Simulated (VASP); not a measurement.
# Pd (P6/mmm) in VASP: notebook

Runs on Pd. Level: revPBE. Tasks: single point.

Program: VASP 6.6.1. These are calculated values, not measurements. Logs are shortened: lines on timing, memory, paths and dates and some standing lists are left out, and cuts for length are marked.

## 1. The cell of the first run

The structure is hexagonal, space group P6/mmm (No. 191). Conventional cell: a = 4.474 Å, b = 4.474 Å, c = 2.663 Å, α = 90.00°, β = 90.00°, γ = 120.00°. Within 3.5 Å of Pd (site symmetry 6/mmm) lie 14 Pd at 2.66 to 2.91 Å. Pd (site symmetry -6m2) has 11 Pd at 2.58 to 2.91 Å within 3.4 Å.

This isn't the form of Pd at room conditions, which is fcc.

## 2. Single point, revPBE (15.39 Å³/atom)

File INCAR:

```
PREC = Accurate
ENCUT = 520
EDIFF = 1E-6
ISMEAR = -1
SIGMA = 0.1
LREAL = F
LASPH = T
NELM = 80
ALGO = Normal
ISIF = 2
LWAVE = F
LCHARG = F
GGA = RE
NBANDS = 22
```

File KPOINTS:

```
regular mesh
0
Gamma
  9 9 13
```

File POSCAR:

```
Pd
1.0
    4.4740227973      0.0000000000      0.0000000000
   -2.2370113987      3.8746173995      0.0000000000
    0.0000000000      0.0000000000      2.6625913051
Pd
3
Direct
    0.0000000000      0.0000000000      1.0000000000
    0.3333333333      0.6666666667      0.5000000000
    0.6666666667      0.3333333333      0.5000000000
```

Potentials or basis: VASP PAW PBE potentials, release 64 (Pd).

The run is started by

```sh
cat potpaw_PBE.64/Pd/POTCAR > POTCAR
mpirun -np 1 vasp_std > vasp.out
```

OUTCAR:

```text
PREC = Accurate
   ENCUT = 520
   EDIFF = 1E-6
   ISMEAR = -1
   LREAL = F
   LASPH = T
   NELM = 80
   ISIF = 2
   GGA = RE

 ion  position               nearest neighbor table
   1  0.000  0.000  0.000-   2 2.91   3 2.91   2 2.91   3 2.91   2 2.91   2 2.91   3 2.91   3 2.91
                             3 2.91   3 2.91   2 2.91   2 2.91
   2  0.333  0.667  0.500-   3 2.58   3 2.58   3 2.58   1 2.91   1 2.91   1 2.91   1 2.91   1 2.91
                             1 2.91
   3  0.667  0.333  0.500-   2 2.58   2 2.58   2 2.58   1 2.91   1 2.91   1 2.91   1 2.91   1 2.91
                             1 2.91

  LATTYP: Found a hexagonal cell.
 ALAT       =     4.4740227973
 C/A-ratio  =     0.5951224269

  Lattice vectors:

 A1 = (   4.4740227973,   0.0000000000,   0.0000000000)
 A2 = (  -2.2370113987,   3.8746173995,   0.0000000000)
 A3 = (   0.0000000000,   0.0000000000,   2.6625913051)

Analysis of symmetry for initial positions (statically):
=====================================================================
 Subroutine PRICEL returns:
 Original cell was already a primitive cell.

 Routine SETGRP: Setting up the symmetry group for a
 hexagonal supercell.

 Subroutine GETGRP returns: Found 24 space group operations
 (whereof 24 operations were pure point group operations)
 out of a pool of 24 trial point group operations.

The static configuration has the point symmetry D_6h.

Analysis of symmetry for dynamics (positions and initial velocities):
=====================================================================
 Subroutine PRICEL returns:
 Original cell was already a primitive cell.

 Routine SETGRP: Setting up the symmetry group for a
 hexagonal supercell.

 Subroutine GETGRP returns: Found 24 space group operations
 (whereof 24 operations were pure point group operations)
 out of a pool of 24 trial point group operations.

The dynamic configuration has the point symmetry D_6h.

 Subroutine INISYM returns: Found 24 space group operations
 (whereof 24 operations are pure point group operations),
 and found     1 'primitive' translations

----------------------------------------------------------------------------------------

                                     Primitive cell

  volume of cell :      46.1564

  direct lattice vectors                    reciprocal lattice vectors
     4.474022797  0.000000000  0.000000000     0.223512495  0.129044999  0.000000000
    -2.237011399  3.874617399  0.000000000     0.000000000  0.258089999  0.000000000
     0.000000000  0.000000000  2.662591305     0.000000000  0.000000000  0.375573975

  length of vectors
     4.474022797  4.474022797  2.662591305     0.258089999  0.258089999  0.375573975

  position of ions in fractional coordinates (direct lattice)
     0.000000000  0.000000000  0.000000000
     0.333333333  0.666666667  0.500000000
     0.666666667  0.333333333  0.500000000

  ion indices of the primitive-cell ions
   primitive index   ion index
                 1           1
                 2           2
                 3           3

----------------------------------------------------------------------------------------

 KPOINTS: regular mesh

Automatic generation of k-mesh.
 Grid dimensions read from file:
 generate k-points for:    9    9   13

 Generating k-lattice:

  Cartesian coordinates                     Fractional coordinates (reciprocal lattice)
     0.024834722  0.014338333  0.000000000     0.111111111 -0.000000000  0.000000000
     0.000000000  0.028676667  0.000000000     0.000000000  0.111111111  0.000000000
     0.000000000  0.000000000  0.028890306     0.000000000  0.000000000  0.076923077

  Length of vectors
     0.028676667  0.028676667  0.028890306

  Shift w.r.t. Gamma in fractional coordinates (k-lattice)
     0.000000000  0.000000000  0.000000000

 Subroutine IBZKPT returns following result:
 ===========================================

 Found     84 irreducible k-points:

 Following reciprocal coordinates:
            Coordinates               Weight
  0.000000  0.000000  0.000000      1.000000
  0.111111 -0.000000  0.000000      6.000000
  0.222222  0.000000  0.000000      6.000000
  0.333333  0.000000  0.000000      6.000000
  0.444444  0.000000  0.000000      6.000000
  0.111111  0.111111  0.000000      6.000000
[... 16 lines left out ...]
  0.333333  0.222222  0.076923     24.000000
  0.333333  0.333333  0.076923      4.000000
 [... further k-points ...]
   k-points           NKPTS =     84   k-points in BZ     NKDIM =     84   number of bands    NBANDS=     22
   number of dos      NEDOS =    301   number of ions     NIONS =      3
   total plane-waves  NPLWV =  25920
   dimension x,y,z NGX =    36 NGY =   36 NGZ =   20
   dimension x,y,z NGXF=    72 NGYF=   72 NGZF=   40
   ions per type =               3
   NGX,Y,Z   is equivalent  to a cutoff of  13.38, 13.38, 12.49 a.u.
   NGXF,Y,Z  is equivalent  to a cutoff of  26.75, 26.75, 24.98 a.u.
 SYSTEM =  unknown system
   PREC   = accura    normal or accurate (medium, high low for compatibility)
   ISTART =      0    job   : 0-new  1-cont  2-samecut
   ICHARG =      2    charge: 1-file 2-atom 10-const
   ISPIN  =      1    spin polarized calculation?
   LNONCOLLINEAR =      F non collinear calculations
   LSORBIT =      F    spin-orbit coupling
   LASPH  =      T    aspherical Exc in radial PAW
   ENCUT  =  520.0 eV  38.22 Ry    6.18 a.u.   8.32  8.32  4.95*2*pi/ulx,y,z
   NELM   =     80;   NELMIN=  2; NELMDL= -5     # of ELM steps
   EDIFF  = 0.1E-05   stopping-criterion for ELM
   LREAL  =      F    real-space projection
   EDIFFG = 0.1E-04   stopping-criterion for IOM
   NSW    =      0    number of steps for IOM
   IBRION =     -1    ionic relax: 0-MD 1-quasi-New 2-CG
   NFREE  =      0    steps in history (QN), initial steepest desc. (CG)
   ISIF   =      2    stress and relaxation
   ISYM   =      2    0-nonsym 1-usesym 2-fastsym
   POTIM  = 0.5000    time-step for ionic-motion
   TEBEG  =    0.0;   TEEND  =   0.0 temperature during run
   PSTRESS=    0.0 pullay stress
   NELECT =      30.0000    total number of electrons
   NUPDOWN=      -1.0000    fix difference up-down
   EMIN   =  10.00;   EMAX   =-10.00  energy-range for DOS
   EFERMI =   0.00;   METHOD = LEGACY
   ISMEAR =    -1;   SIGMA  =   0.10  broadening in eV -4-tet -1-fermi 0-gaus
   EFERMI_NEDOS =   21; number of points for ismear=-14 and -15
   IALGO  =     38    algorithm
   IMIX   =      4    mixing-type and parameters
     AMIX     =   0.40;   BMIX     =  1.00
     AMIX_MAG =   1.60;   BMIX_MAG =  1.00
  volume/ion in A,a.u.               =      15.39       103.83
  Fermi-wavevector in a.u.,A,eV,Ry     =   1.418093  2.679807 27.361153  2.010988
  Thomas-Fermi vector in A             =   2.539255
   LORBIT       =      0    0 simple, 1 ext, 2 COOP (PROOUT), +10 PAW based schemes
   GGA     = RE    functional components
   LHFCALC =     F    Hartree Fock is set to
   AEXX    =    0.0000 exact exchange contribution
   IVDW    =     0    specifies the selected vdW correction
   LEPSILON=     F    determine dielectric tensor
   LRPA    =     F    only Hartree local field effects (RPA)
 non-spin polarized calculation
  energy-cutoff  :      520.00
  volume of cell :       46.16
 maximum number of plane-waves:      1263
 NGX is ok and might be reduce to    36
   NGX = 17   NGY = 17   NGZ =  9

 number of electron      29.9999982 magnetization

 Free energy of the ion-electron system (eV)
  ---------------------------------------------------
  ext. energy  EPLUGINS =         0.00000000
  ---------------------------------------------------
  free energy    TOTEN  =       -13.99713826 eV

  energy without entropy =      -13.81435578  energy(sigma->0) =      -13.90574702

 E-fermi :   9.2007     XC(G=0): -12.8306

 val. band max:        9.1986563319   @ k =   0.3333   0.1111   0.2308
 cond. band min:       9.2031668098   @ k =   0.1111   0.1111   0.3846
 fundamental gap:      0.0045104779
 Fermi energy:         9.2006757241

 k-point     1 :       0.0000    0.0000    0.0000
  band No.  band energies     occupation
      1       2.3934      2.00000
      2       4.2791      2.00000
      3       5.7422      2.00000
      4       6.1067      2.00000
      5       6.1067      2.00000
      6       6.1122      2.00000
[... 14 lines left out ...]
     21      17.2521      0.00000
     22      17.5587      0.00000

 k-point     2 :       0.1111   -0.0000    0.0000
  band No.  band energies     occupation
      1       2.5435      2.00000
      2       4.3254      2.00000
      3       5.5284      2.00000
      4       5.7102      2.00000
      5       5.7725      2.00000
      6       6.0824      2.00000
[... 14 lines left out ...]
     21      18.2716      0.00000
     22      19.0882      0.00000

 k-point     3 :       0.2222    0.0000    0.0000
  band No.  band energies     occupation
      1       2.9729      2.00000
      2       4.4349      2.00000
      3       5.0083      2.00000
      4       5.5182      2.00000
      5       5.5715      2.00000
      6       5.9853      2.00000
[... 14 lines left out ...]
     21      20.0139      0.00000
     22      21.3084      0.00000

 k-point     4 :       0.3333    0.0000    0.0000
  band No.  band energies     occupation
      1       3.6043      2.00000
      2       4.3790      2.00000
      3       4.8296      2.00000
      4       5.3106      2.00000
      5       5.5041      2.00000
      6       5.8083      2.00000
[... 14 lines left out ...]
     21      21.7571      0.00000
     22      23.2877      0.00000

 k-point     5 :       0.4444    0.0000    0.0000
  band No.  band energies     occupation
      1       4.0996      2.00000
      2       4.3756      2.00000
      3       4.8194      2.00000
      4       5.2435      2.00000
      5       5.5117      2.00000
      6       5.5466      2.00000
[... 417 lines left out ...]
 k-point    22 :       0.2222    0.2222    0.0769
  band No.  band energies     occupation
      1       3.9675      2.00000
      2       4.4914      2.00000
      3       4.8354      2.00000
      4       5.0965      2.00000
      5       5.5978      2.00000
      6       6.0062      2.00000
[... 14 lines left out ...]
     21      24.0590      0.00000
     22      24.1383      0.00000

 k-point    23 :       0.3333    0.2222    0.0769
  band No.  band energies     occupation
      1       4.1257      2.00000
      2       4.5753      2.00000
      3       4.7251      2.00000
      4       5.3192      2.00000
      5       5.4913      2.00000
      6       5.8832      2.00000
[... 14 lines left out ...]
     21      23.0870      0.00000
     22      25.3939      0.00000

 k-point    24 :       0.3333    0.3333    0.0769
  band No.  band energies     occupation
      1       4.0808      2.00000
      2       4.6611      2.00000
      3       4.6611      2.00000
      4       5.4311      2.00000
      5       5.4311      2.00000
      6       5.8501      2.00000
[... 14 lines left out ...]
     21      21.0822      0.00000
     22      25.9726      0.00000

 [... further k-points ...]

------------------------ aborting loop because EDIFF is reached ----------------------------------------

  FORCE on cell =-STRESS in cart. coord.  units (eV):
  Direction    XX          YY          ZZ          XY          YZ          ZX
  --------------------------------------------------------------------------------------
  -------------------------------------------------------------------------------------
  Total        1.8069496      1.8069496      1.8754396     -0.0000000      0.0000000      0.0000000
  in kB       62.7227494     62.7227494     65.1001712     -0.0000000      0.0000000      0.0000000
  external PRESSURE =      63.5152234 kB  Pullay stress =       0.0000000 kB

 VOLUME and BASIS-vectors are now :
 -----------------------------------------------------------------------------
  energy-cutoff  :      520.00
  volume of cell :       46.16
      direct lattice vectors                 reciprocal lattice vectors
     4.474022797  0.000000000  0.000000000     0.223512495  0.129044999  0.000000000
    -2.237011399  3.874617399  0.000000000     0.000000000  0.258089999  0.000000000
     0.000000000  0.000000000  2.662591305     0.000000000  0.000000000  0.375573975

 POSITION                                       TOTAL-FORCE (eV/Angst)
 -----------------------------------------------------------------------------------
      0.00000      0.00000      0.00000        -0.000000      0.000000     -0.000000
     -0.00000      2.58308      1.33130         0.000000     -0.000000      0.000000
      2.23701      1.29154      1.33130        -0.000000      0.000000     -0.000000
 -----------------------------------------------------------------------------------
    total drift:                                0.000000      0.000000     -0.000000

  FREE ENERGIE OF THE ION-ELECTRON SYSTEM (eV)
  ---------------------------------------------------
  free  energy   TOTEN  =       -13.9971382592 eV

  energy  without entropy=      -13.8143557790  energy(sigma->0) =      -13.90574702
```

Run time: 28 s. Hardware: 1 thread of Intel Xeon 6975P-C (Granite Rapids), shared host; peak memory 0.2 GiB.

What came out:

```
Free energy            : -13.9971 eV
Pressure               : 6.4 GPa
Band gap on the k mesh : zero (bands 15 and 16 overlap by 0.85 eV)
```

Stress tensor (GPa, compression positive):
```
6.27 0.00 0.00
0.00 6.27 0.00
0.00 0.00 6.51
```

Levels at points of the mesh, in eV from the Fermi level:
```
           k point  band 13  band 14  band 15  band 16  band 17  band 18
(0.00, 0.00, 0.00)    -1.40    -1.40     0.11     0.11     7.37     7.37
```

Caveat: the cell stands under pressure; the PAW data sets were made with another functional, which shifts forces and pressure a little.

## 3. Single point, revPBE (16.03 Å³/atom)

This run uses another cell than the first one, of 16.03 Å³/atom.

File INCAR:

```
PREC = Accurate
ENCUT = 520
EDIFF = 1E-6
ISMEAR = -1
SIGMA = 0.1
LREAL = False
LASPH = True
NELM = 60
ALGO = Normal
ISIF = 2
LWAVE = False
LCHARG = False
GGA = RE
NBANDS = 22
```

KPOINTS is that of step 2.

File POSCAR:

```
Pd
1.0
    4.5353183976      0.0000000000      0.0000000000
   -2.2676591988      3.9277009466      0.0000000000
    0.0000000000      0.0000000000      2.6990696916
Pd
3
Direct
    0.0000000000      0.0000000000      1.0000000000
    0.3333333333      0.6666666667      0.5000000000
    0.6666666667      0.3333333333      0.5000000000
```

Potentials or basis: VASP PAW PBE potentials, release 64 (Pd).

The run is started by

```sh
cat potpaw_PBE.64/Pd/POTCAR > POTCAR
mpirun -np 1 vasp_std > vasp.out
```

Run time: 34 s. Hardware: 1 thread of Intel Xeon 6975P-C (Granite Rapids), shared host; peak memory 0.21 GiB.

It converged, with:

| Item | Value |
| --- | --- |
| Free energy | -14.0335 eV |
| Pressure | -0.2 GPa |
| Band gap on the k mesh | zero (bands 15 and 16 overlap by 0.79 eV) |

Stress tensor (GPa, compression positive):
```
-0.24  0.00  0.00
 0.00 -0.24  0.00
 0.00  0.00 -0.03
```

Levels at points of the mesh, in eV from the Fermi level:
```csv
k point,band 13,band 14,band 15,band 16,band 17,band 18
"(0.00, 0.00, 0.00)",-1.32,-1.32,0.09,0.09,7.17,7.17
```

Caveat: the PAW data sets were made with another functional, which shifts forces and pressure a little.

## 4. Single point, revPBE (16.67 Å³/atom)

This run uses another cell than the first one, of 16.67 Å³/atom.

File INCAR:

```
SYSTEM = Pd
PREC = Accurate
ENCUT = 520
EDIFF = 1E-6
ISMEAR = -1
SIGMA = 0.1
LREAL = .FALSE.
LASPH = .TRUE.
NELM = 100
ALGO = Normal
ISIF = 2
LWAVE = .FALSE.
LCHARG = .FALSE.
GGA = RE
NBANDS = 22
```

File KPOINTS:

```
Automatic mesh
0
G
  9 9 13
  0 0 0
```

File POSCAR:

```
Pd
1.0
    4.5950004839      0.0000000000      0.0000000000
   -2.2975002420      3.9793871494      0.0000000000
    0.0000000000      0.0000000000      2.7345878396
Pd
3
Direct
    0.0000000000      0.0000000000      1.0000000000
    0.3333333333      0.6666666667      0.5000000000
    0.6666666667      0.3333333333      0.5000000000
```

The run is started by

```sh
cat potpaw_PBE.64/Pd/POTCAR > POTCAR
mpirun -np 1 vasp_std > vasp.out
```

Run time: 33 s. Hardware: 1 thread of Intel Xeon 6975P-C (Granite Rapids), shared host; peak memory 0.2 GiB.

Results (log left out):

| Quantity | Value |
| --- | --- |
| Free energy | -14.0009 eV |
| Pressure | -5.2 GPa |
| Band gap on the k mesh | zero (bands 15 and 16 overlap by 0.74 eV) |

Stress tensor (GPa, compression positive):
```
-5.25  0.00  0.00
 0.00 -5.25  0.00
 0.00  0.00 -5.05
```

Levels at points of the mesh, in eV from the Fermi level:
```csv
k point,band 11,band 12,band 13,band 14,band 15,band 16,band 17,band 18,band 19,band 20
"(0.00, 0.00, 0.00)",-1.35,-1.35,-1.24,-1.24,0.07,0.07,6.99,6.99,7.00,7.00
```

Caveat: the cell stands under tension; the PAW data sets were made with another functional, which shifts forces and pressure a little.

[end of part 1 of 2]
